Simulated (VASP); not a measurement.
The system is TiH.

```
CELL_PARAMETERS angstrom
0.00000 2.08970 2.08970
2.08970 0.00000 2.08970
2.08970 2.08970 0.00000
ATOMIC_POSITIONS crystal
Ti 0.00000 0.00000 0.00000
H 0.50000 0.50000 0.50000
```

```yaml
Program: VASP 6.6.1
Task: relaxation of cell and atoms
Functional: LDA
Potentials_or_basis: VASP PAW LDA potentials, release 64 (Ti_sv, H)
Cutoff: 600 eV
k_mesh: 11 × 11 × 11
Occupations: fermi-dirac, width 0.05 eV
Spin: no spin polarisation
```

At the start: pressure -7.6 GPa; volume 9.13 Å³/atom.

**Question.** Where does the relaxation end?

**Answer.** Over 3 steps the energy falls by 11.8 meV/atom and the volume is 8.65 Å³/atom (-5.2 %); space group Fm-3m (No. 225, to 0.05 Å).

Step by step:
| step | energy change (eV) | largest force (eV/Å) | pressure (GPa) | volume (Å³) |
| --- | --- | --- | --- | --- |
| 1 | 0.0000 | 0.0000 | -7.56 | 18.25 |
| 2 | -0.0228 | 0.0000 | 1.50 | 17.14 |
| 3 | -0.0236 | 0.0000 | 0.02 | 17.30 |

Final structure:
```xyz
2
Lattice="0.0000 2.0526 2.0526 2.0526 0.0000 2.0526 2.0526 2.0526 0.0000" Properties=species:S:1:pos:R:3 pbc="T T T"
Ti    0.0000    0.0000    0.0000
H     2.0526    2.0526    2.0526
```
